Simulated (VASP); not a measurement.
# AlRu (P4/mmm) in VASP: notebook

AlRu is run at these levels: r2SCAN; tasks: single point.

All numbers are computed with VASP 6.6.1; they aren't measurements. Logs are shortened: lines on timing, memory, paths and dates and some standing lists are left out, and cuts for length are marked.

## (1) The cell of the first run

The structure is tetragonal, space group P4/mmm (No. 123). Conventional cell: a = 2.992 Å, b = 2.992 Å, c = 2.932 Å, α = 90.00°, β = 90.00°, γ = 90.00°. Within 3.4 Å of Al (site symmetry 4/mmm) lie 8 Ru at 2.57 Å and 6 Al at 2.93 to 2.99 Å. Ru (site symmetry 4/mmm) has 8 Al at 2.57 Å and 6 Ru at 2.93 to 2.99 Å within 3.4 Å.

## (2) Single point, r2SCAN (strain -0.0200 x Voigt [0, 0, 1, 0, 0, 0])

POSCAR reads:

```
AlRu
1.0
    2.9916000000      0.0000000000      0.0000000000
    0.0000000000      2.9916000000      0.0000000000
    0.0000000000      0.0000000000      2.9317680000
Al Ru
1 1
Direct
    0.0000000000      0.0000000000      0.0000000000
    0.5000000000      0.5000000000      0.5000000000
```

INCAR.step1 reads:

```
SYSTEM = AlRu
  PREC = Accurate
  ENCUT = 520
  ISMEAR = 0
  SIGMA = 0.15
  LREAL = .False.
  LASPH = .True.
  NELM = 80
  NBANDS = 16
  GGA = PE
  ALGO = Normal
  EDIFF = 1E-4
  LWAVE = .True.
  LCHARG = .False.
```

INCAR.step2 reads:

```
SYSTEM = AlRu
  PREC = Accurate
  ENCUT = 520
  EDIFF = 1E-6
  ISMEAR = 0
  SIGMA = 0.15
  LREAL = .False.
  LASPH = .True.
  NELM = 80
  ALGO = Normal
  ISIF = 2
  LWAVE = .False.
  LCHARG = .True.
  METAGGA = R2SCAN
  LMIXTAU = .True.
  LELF = .True.
  LVHAR = .True.
  NBANDS = 16
  ISTART = 1
```

KPOINTS reads:

```
regular mesh
0
Gamma
  16 16 16
  0 0 0
```

Potentials or basis: VASP PAW PBE potentials, release 64 (Al, Ru_pv).

Launch:

```console
> cat potpaw_PBE.64/Al/POTCAR potpaw_PBE.64/Ru_pv/POTCAR > POTCAR
> cp INCAR.step1 INCAR
> mpirun -np 1 vasp_std > vasp.out
> cp INCAR.step2 INCAR
> mpirun -np 1 vasp_std > vasp.out
```

OUTCAR:

```text
SYSTEM = AlRu
   PREC = Accurate
   ENCUT = 520
   EDIFF = 1E-6
   ISMEAR = 0
   LREAL = .False.
   LASPH = .True.
   NELM = 80
   ISIF = 2
   METAGGA = R2SCAN
   ISTART = 1

 ion  position               nearest neighbor table
   1  0.000  0.000  0.000-   2 2.57   2 2.57   2 2.57   2 2.57   2 2.57   2 2.57   2 2.57   2 2.57

   2  0.500  0.500  0.500-   1 2.57   1 2.57   1 2.57   1 2.57   1 2.57   1 2.57   1 2.57   1 2.57

  LATTYP: Found a simple tetragonal cell.
 ALAT       =     2.9916000000
 C/A-ratio  =     0.9800000000

  Lattice vectors:

 A1 = (   2.9916000000,   0.0000000000,   0.0000000000)
 A2 = (   0.0000000000,   2.9916000000,   0.0000000000)
 A3 = (   0.0000000000,   0.0000000000,   2.9317680000)

Analysis of symmetry for initial positions (statically):
=====================================================================
 Subroutine PRICEL returns:
 Original cell was already a primitive cell.

 Routine SETGRP: Setting up the symmetry group for a
 simple tetragonal supercell.

 Subroutine GETGRP returns: Found 16 space group operations
 (whereof 16 operations were pure point group operations)
 out of a pool of 16 trial point group operations.

The static configuration has the point symmetry D_4h.

Analysis of symmetry for dynamics (positions and initial velocities):
=====================================================================
 Subroutine PRICEL returns:
 Original cell was already a primitive cell.

 Routine SETGRP: Setting up the symmetry group for a
 simple tetragonal supercell.

 Subroutine GETGRP returns: Found 16 space group operations
 (whereof 16 operations were pure point group operations)
 out of a pool of 16 trial point group operations.

The dynamic configuration has the point symmetry D_4h.

 Subroutine INISYM returns: Found 16 space group operations
 (whereof 16 operations are pure point group operations),
 and found     1 'primitive' translations

----------------------------------------------------------------------------------------

                                     Primitive cell

  volume of cell :      26.2384

  direct lattice vectors                    reciprocal lattice vectors
     2.991600000  0.000000000  0.000000000     0.334269287  0.000000000  0.000000000
     0.000000000  2.991600000  0.000000000     0.000000000  0.334269287  0.000000000
     0.000000000  0.000000000  2.931768000     0.000000000  0.000000000  0.341091110

  length of vectors
     2.991600000  2.991600000  2.931768000     0.334269287  0.334269287  0.341091110

  position of ions in fractional coordinates (direct lattice)
     0.000000000  0.000000000  0.000000000
     0.500000000  0.500000000  0.500000000

  ion indices of the primitive-cell ions
   primitive index   ion index
                 1           1
                 2           2

----------------------------------------------------------------------------------------

 KPOINTS: regular mesh

Automatic generation of k-mesh.
 Grid dimensions read from file:
 generate k-points for:   16   16   16

 Generating k-lattice:

  Cartesian coordinates                     Fractional coordinates (reciprocal lattice)
     0.020891830  0.000000000  0.000000000     0.062500000  0.000000000  0.000000000
     0.000000000  0.020891830  0.000000000     0.000000000  0.062500000  0.000000000
     0.000000000  0.000000000  0.021318194     0.000000000  0.000000000  0.062500000

  Length of vectors
     0.020891830  0.020891830  0.021318194

  Shift w.r.t. Gamma in fractional coordinates (k-lattice)
     0.000000000  0.000000000  0.000000000

 Subroutine IBZKPT returns following result:
 ===========================================

 Found    405 irreducible k-points:

 Following reciprocal coordinates:
            Coordinates               Weight
  0.000000  0.000000  0.000000      1.000000
  0.062500  0.000000  0.000000      4.000000
  0.125000  0.000000  0.000000      4.000000
  0.187500  0.000000  0.000000      4.000000
  0.250000  0.000000  0.000000      4.000000
  0.312500  0.000000  0.000000      4.000000
[... 16 lines left out ...]
  0.437500  0.125000  0.000000      8.000000
  0.500000  0.125000  0.000000      4.000000
 [... further k-points ...]
   k-points           NKPTS =    405   k-points in BZ     NKDIM =    405   number of bands    NBANDS=     16
   number of dos      NEDOS =    301   number of ions     NIONS =      2
   total plane-waves  NPLWV =  13824
   dimension x,y,z NGX =    24 NGY =   24 NGZ =   24
   dimension x,y,z NGXF=    48 NGYF=   48 NGZF=   48
   ions per type =               1   1
   NGX,Y,Z   is equivalent  to a cutoff of  13.34, 13.34, 13.61 a.u.
   NGXF,Y,Z  is equivalent  to a cutoff of  26.67, 26.67, 27.22 a.u.
 SYSTEM =  AlRu
   PREC   = accura    normal or accurate (medium, high low for compatibility)
   ISTART =      1    job   : 0-new  1-cont  2-samecut
   ICHARG =      0    charge: 1-file 2-atom 10-const
   ISPIN  =      1    spin polarized calculation?
   LNONCOLLINEAR =      F non collinear calculations
   LSORBIT =      F    spin-orbit coupling
   LASPH  =      T    aspherical Exc in radial PAW
   ENCUT  =  520.0 eV  38.22 Ry    6.18 a.u.   5.56  5.56  5.45*2*pi/ulx,y,z
   NELM   =     80;   NELMIN=  2; NELMDL=  0     # of ELM steps
   EDIFF  = 0.1E-05   stopping-criterion for ELM
   LREAL  =      F    real-space projection
   EDIFFG = 0.1E-04   stopping-criterion for IOM
   NSW    =      0    number of steps for IOM
   IBRION =     -1    ionic relax: 0-MD 1-quasi-New 2-CG
   NFREE  =      0    steps in history (QN), initial steepest desc. (CG)
   ISIF   =      2    stress and relaxation
   ISYM   =      2    0-nonsym 1-usesym 2-fastsym
   POTIM  = 0.5000    time-step for ionic-motion
   TEBEG  =    0.0;   TEEND  =   0.0 temperature during run
   PSTRESS=    0.0 pullay stress
   NELECT =      17.0000    total number of electrons
   NUPDOWN=      -1.0000    fix difference up-down
   EMIN   =  10.00;   EMAX   =-10.00  energy-range for DOS
   EFERMI =   0.00;   METHOD = LEGACY
   ISMEAR =     0;   SIGMA  =   0.15  broadening in eV -4-tet -1-fermi 0-gaus
   EFERMI_NEDOS =   21; number of points for ismear=-14 and -15
   IALGO  =     38    algorithm
   IMIX   =      4    mixing-type and parameters
     AMIX     =   0.40;   BMIX     =  1.00
     AMIX_MAG =   1.60;   BMIX_MAG =  1.00
  volume/ion in A,a.u.               =      13.12        88.53
  Fermi-wavevector in a.u.,A,eV,Ry     =   1.416595  2.676976 27.303360  2.006740
  Thomas-Fermi vector in A             =   2.537913
   LORBIT       =      0    0 simple, 1 ext, 2 COOP (PROOUT), +10 PAW based schemes
   METAGGA = R2SCAN    functional components
   LHFCALC =     F    Hartree Fock is set to
   AEXX    =    0.0000 exact exchange contribution
   IVDW    =     0    specifies the selected vdW correction
   LEPSILON=     F    determine dielectric tensor
   LRPA    =     F    only Hartree local field effects (RPA)
 non-spin polarized calculation
 Gauss-broadening in eV      SIGMA  =   0.15
  energy-cutoff  :      520.00
  volume of cell :       26.24
 maximum number of plane-waves:       731
 NGX is ok and might be reduce to    24
   NGX = 11   NGY = 11   NGZ = 11

 number of electron      16.9999999 magnetization

 Free energy of the ion-electron system (eV)
  ---------------------------------------------------
  ext. energy  EPLUGINS =         0.00000000
  ---------------------------------------------------
  free energy    TOTEN  =       -33.61208152 eV

  energy without entropy =      -33.59485154  energy(sigma->0) =      -33.60346653

 E-fermi :  10.8726     XC(G=0): -13.7290

 val. band max:       10.8715558650   @ k =   0.2500   0.1875   0.4375
 cond. band min:      10.8756834307   @ k =   0.0625   0.0000   0.0625
 fundamental gap:      0.0041275657
 Fermi energy:        10.8725714701

 k-point     1 :       0.0000    0.0000    0.0000
  band No.  band energies     occupation
      1     -32.2319      2.00000
      2     -32.2319      2.00000
      3     -32.2032      2.00000
      4       0.5610      2.00000
      5       7.0555      2.00000
      6       7.0601      2.00000
[... 8 lines left out ...]
     15      22.4909      0.00000
     16      27.7492      0.00000

 k-point     2 :       0.0625    0.0000    0.0000
  band No.  band energies     occupation
      1     -32.2410      2.00000
      2     -32.2311      2.00000
      3     -32.2025      2.00000
      4       0.6412      2.00000
      5       7.0814      2.00000
      6       7.0878      2.00000
[... 8 lines left out ...]
     15      22.8023      0.00000
     16      27.9662      0.00000

 k-point     3 :       0.1250    0.0000    0.0000
  band No.  band energies     occupation
      1     -32.2667      2.00000
      2     -32.2289      2.00000
      3     -32.2003      2.00000
      4       0.8787      2.00000
      5       7.1394      2.00000
      6       7.1710      2.00000
[... 8 lines left out ...]
     15      23.5013      0.00000
     16      28.6472      0.00000

 k-point     4 :       0.1875    0.0000    0.0000
  band No.  band energies     occupation
      1     -32.3050      2.00000
      2     -32.2256      2.00000
      3     -32.1971      2.00000
      4       1.2649      2.00000
      5       7.1779      2.00000
      6       7.3005      2.00000
[... 8 lines left out ...]
     15      24.1629      0.00000
     16      29.4449      0.00000

 k-point     5 :       0.2500    0.0000    0.0000
  band No.  band energies     occupation
      1     -32.3500      2.00000
      2     -32.2217      2.00000
      3     -32.1933      2.00000
      4       1.7861      2.00000
      5       7.1107      2.00000
      6       7.4609      2.00000
[... 8 lines left out ...]
     15      24.6482      0.00000
     16      28.2895      0.00000

 k-point     6 :       0.3125    0.0000    0.0000
  band No.  band energies     occupation
      1     -32.3947      2.00000
      2     -32.2178      2.00000
      3     -32.1896      2.00000
      4       2.4241      2.00000
      5       6.8436      2.00000
      6       7.6309      2.00000
[... 8 lines left out ...]
     15      24.9678      0.00000
     16      27.1259      0.00000
[... 267 lines left out ...]
 k-point    21 :       0.3125    0.1250    0.0000
  band No.  band energies     occupation
      1     -32.3906      2.00000
      2     -32.2515      2.00000
      3     -32.1866      2.00000
      4       2.6853      2.00000
      5       6.9173      2.00000
      6       7.7477      2.00000
[... 8 lines left out ...]
     15      25.9746      0.00000
     16      26.1477      0.00000

 k-point    22 :       0.3750    0.1250    0.0000
  band No.  band energies     occupation
      1     -32.4281      2.00000
      2     -32.2479      2.00000
      3     -32.1834      2.00000
      4       3.3889      2.00000
      5       6.3903      2.00000
      6       7.9152      2.00000
[... 8 lines left out ...]
     15      24.8508      0.00000
     16      26.3220      0.00000

 k-point    23 :       0.4375    0.1250    0.0000
  band No.  band energies     occupation
      1     -32.4529      2.00000
      2     -32.2456      2.00000
      3     -32.1813      2.00000
      4       4.1521      2.00000
      5       5.7062      2.00000
      6       8.0429      2.00000
[... 8 lines left out ...]
     15      23.8917      0.00000
     16      25.3020      0.00000

 k-point    24 :       0.5000    0.1250    0.0000
  band No.  band energies     occupation
      1     -32.4617      2.00000
      2     -32.2447      2.00000
      3     -32.1805      2.00000
      4       4.9193      2.00000
      5       4.9606      2.00000
      6       8.0927      2.00000
[... 8 lines left out ...]
     15      23.7275      0.00000
     16      24.6376      0.00000

 [... further k-points ...]

------------------------ aborting loop because EDIFF is reached ----------------------------------------

  FORCE on cell =-STRESS in cart. coord.  units (eV):
  Direction    XX          YY          ZZ          XY          YZ          ZX
  --------------------------------------------------------------------------------------
  -------------------------------------------------------------------------------------
  Total        0.2297567      0.2297567      0.8840875      0.0000000      0.0000000      0.0000000
  in kB       14.0295002     14.0295002     53.9845137      0.0000000      0.0000000      0.0000000
  external PRESSURE =      27.3478380 kB  Pullay stress =       0.0000000 kB

 VOLUME and BASIS-vectors are now :
 -----------------------------------------------------------------------------
  energy-cutoff  :      520.00
  volume of cell :       26.24
      direct lattice vectors                 reciprocal lattice vectors
     2.991600000  0.000000000  0.000000000     0.334269287  0.000000000  0.000000000
     0.000000000  2.991600000  0.000000000     0.000000000  0.334269287  0.000000000
     0.000000000  0.000000000  2.931768000     0.000000000  0.000000000  0.341091110

 POSITION                                       TOTAL-FORCE (eV/Angst)
 -----------------------------------------------------------------------------------
      0.00000      0.00000      0.00000         0.000000      0.000000      0.000000
      1.49580      1.49580      1.46588         0.000000      0.000000      0.000000
 -----------------------------------------------------------------------------------
    total drift:                                0.000000     -0.000000     -0.000000

  FREE ENERGIE OF THE ION-ELECTRON SYSTEM (eV)
  ---------------------------------------------------
  free  energy   TOTEN  =       -33.6120815227 eV

  energy  without entropy=      -33.5948515413  energy(sigma->0) =      -33.60346653
```

Wall time 4.3 min (1 thread of Intel Xeon Platinum 8488C (Sapphire Rapids), shared host); peak memory 0.28 GiB.

Results:

| Property | Result |
| --- | --- |
| Free energy | -33.6121 eV |
| Pressure | 2.7 GPa |
| Band gap on the k mesh | zero (an odd number of electrons rules out a gap without spin polarisation) |

Caveat: the cell differs from its parent crystal (strain -0.0200 x Voigt [0, 0, 1, 0, 0, 0]); the PAW data sets were made with another functional, which shifts forces and pressure a little.

## (3) Single point, r2SCAN (strain -0.0100 x Voigt [0, 0, 1, 0, 0, 0])

POSCAR, as its differences from that of step 2:

```diff
@@ -4,3 +4,3 @@
     0.0000000000      2.9916000000      0.0000000000
-    0.0000000000      0.0000000000      2.9317680000
+    0.0000000000      0.0000000000      2.9616840000
 Al Ru
```

INCAR.step1 reads:

```
ALGO = Normal
EDIFF = 1E-4
ENCUT = 520
GGA = PE
ISMEAR = 0
LASPH = True
LCHARG = False
LREAL = False
LWAVE = True
NBANDS = 16
NELM = 100
PREC = Accurate
SIGMA = 0.15
```

INCAR.step2 reads:

```
ALGO = Normal
EDIFF = 1E-6
ENCUT = 520
ISIF = 2
ISMEAR = 0
ISTART = 1
LASPH = True
LCHARG = False
LMIXTAU = True
LREAL = False
LWAVE = False
METAGGA = R2SCAN
NBANDS = 16
NELM = 100
PREC = Accurate
SIGMA = 0.15
```

KPOINTS reads:

```
k-points
0
Gamma
  16 16 16
```

Potentials or basis: VASP PAW PBE potentials, release 64 (Al, Ru_pv).

Launch:

```console
> cat potpaw_PBE.64/Al/POTCAR potpaw_PBE.64/Ru_pv/POTCAR > POTCAR
> cp INCAR.step1 INCAR
> mpirun -np 1 vasp_std > vasp.out
> cp INCAR.step2 INCAR
> mpirun -np 1 vasp_std > vasp.out
```

OUTCAR:

```text
EDIFF = 1E-6
   ENCUT = 520
   ISIF = 2
   ISMEAR = 0
   ISTART = 1
   LASPH = True
   LREAL = False
   METAGGA = R2SCAN
   NELM = 100
   PREC = Accurate

 ion  position               nearest neighbor table
   1  0.000  0.000  0.000-   2 2.58   2 2.58   2 2.58   2 2.58   2 2.58   2 2.58   2 2.58   2 2.58

   2  0.500  0.500  0.500-   1 2.58   1 2.58   1 2.58   1 2.58   1 2.58   1 2.58   1 2.58   1 2.58

  LATTYP: Found a simple tetragonal cell.
 ALAT       =     2.9916000000
 C/A-ratio  =     0.9900000000

  Lattice vectors:

 A1 = (   2.9916000000,   0.0000000000,   0.0000000000)
 A2 = (   0.0000000000,   2.9916000000,   0.0000000000)
 A3 = (   0.0000000000,   0.0000000000,   2.9616840000)

Analysis of symmetry for initial positions (statically):
=====================================================================
 Subroutine PRICEL returns:
 Original cell was already a primitive cell.

 Routine SETGRP: Setting up the symmetry group for a
 simple tetragonal supercell.

 Subroutine GETGRP returns: Found 16 space group operations
 (whereof 16 operations were pure point group operations)
[... 162 lines left out ...]

  energy without entropy =      -33.60045109  energy(sigma->0) =      -33.60923376

 E-fermi :  10.7245     XC(G=0): -13.6721

 val. band max:       10.7242002509   @ k =   0.1250   0.0625   0.5000
 cond. band min:      10.7266904246   @ k =   0.2500   0.1250   0.0000
 fundamental gap:      0.0024901737
 Fermi energy:        10.7245299200

 k-point     1 :       0.0000    0.0000    0.0000
  band No.  band energies     occupation
      1     -32.3702      2.00000
      2     -32.3702      2.00000
      3     -32.3565      2.00000
      4       0.4771      2.00000
      5       6.9716      2.00000
      6       6.9742      2.00000
[... 433 lines left out ...]
      3     -32.3336      2.00000
      4       4.8322      2.00000
      5       4.8798      2.00000
      6       8.0152      2.00000
[... 8 lines left out ...]
     15      23.3350      0.00000
     16      24.2365      0.00000

 [... further k-points ...]

------------------------ aborting loop because EDIFF is reached ----------------------------------------

  FORCE on cell =-STRESS in cart. coord.  units (eV):
  Direction    XX          YY          ZZ          XY          YZ          ZX
  --------------------------------------------------------------------------------------
  -------------------------------------------------------------------------------------
  Total       -0.0431951     -0.0431951      0.2728120      0.0000000      0.0000000      0.0000000
  in kB       -2.6109533     -2.6109533     16.4902877      0.0000000      0.0000000      0.0000000
  external PRESSURE =       3.7561271 kB  Pullay stress =       0.0000000 kB

 VOLUME and BASIS-vectors are now :
 -----------------------------------------------------------------------------
  energy-cutoff  :      520.00
  volume of cell :       26.51
      direct lattice vectors                 reciprocal lattice vectors
     2.991600000  0.000000000  0.000000000     0.334269287  0.000000000  0.000000000
     0.000000000  2.991600000  0.000000000     0.000000000  0.334269287  0.000000000
     0.000000000  0.000000000  2.961684000     0.000000000  0.000000000  0.337645745

 POSITION                                       TOTAL-FORCE (eV/Angst)
 -----------------------------------------------------------------------------------
      0.00000      0.00000      0.00000         0.000000      0.000000      0.000000
      1.49580      1.49580      1.48084         0.000000      0.000000      0.000000
 -----------------------------------------------------------------------------------
    total drift:                                0.000000     -0.000000     -0.000000

  FREE ENERGIE OF THE ION-ELECTRON SYSTEM (eV)
  ---------------------------------------------------
  free  energy   TOTEN  =       -33.6180164161 eV

  energy  without entropy=      -33.6004510946  energy(sigma->0) =      -33.60923376
```

Wall time 4.1 min (1 thread of Intel Xeon Platinum 8488C (Sapphire Rapids), shared host); peak memory 0.28 GiB.

What came out:

```yaml
Free_energy: -33.6180 eV
Pressure: 0.4 GPa
Band_gap_on_the_k_mesh: zero (an odd number of electrons rules out a gap without spin polarisation)
```

Levels at points of the mesh, in eV from the Fermi level:
| k point | band 7 | band 8 | band 9 | band 10 | band 11 | band 12 |
| --- | --- | --- | --- | --- | --- | --- |
| (0.00, 0.00, 0.00) | 0.11 | 0.18 | 0.18 | 6.44 | 6.44 | 6.77 |
| (0.50, 0.00, 0.00) | -1.77 | -1.64 | 0.44 | 2.48 | 7.72 | 10.36 |
| (0.50, 0.50, 0.00) | -1.54 | -1.21 | -1.21 | 1.69 | 5.62 | 6.80 |
| (0.00, 0.00, 0.50) | -1.77 | -1.77 | 0.39 | 2.65 | 7.71 | 10.36 |
| (0.50, 0.00, 0.50) | -1.44 | -1.33 | -1.30 | 1.76 | 5.76 | 6.88 |
| (0.50, 0.50, 0.50) | 1.80 | 1.87 | 3.25 | 4.31 | 4.31 | 4.38 |

Caveat: the cell differs from its parent crystal (strain -0.0100 x Voigt [0, 0, 1, 0, 0, 0]); the PAW data sets were made with another functional, which shifts forces and pressure a little.
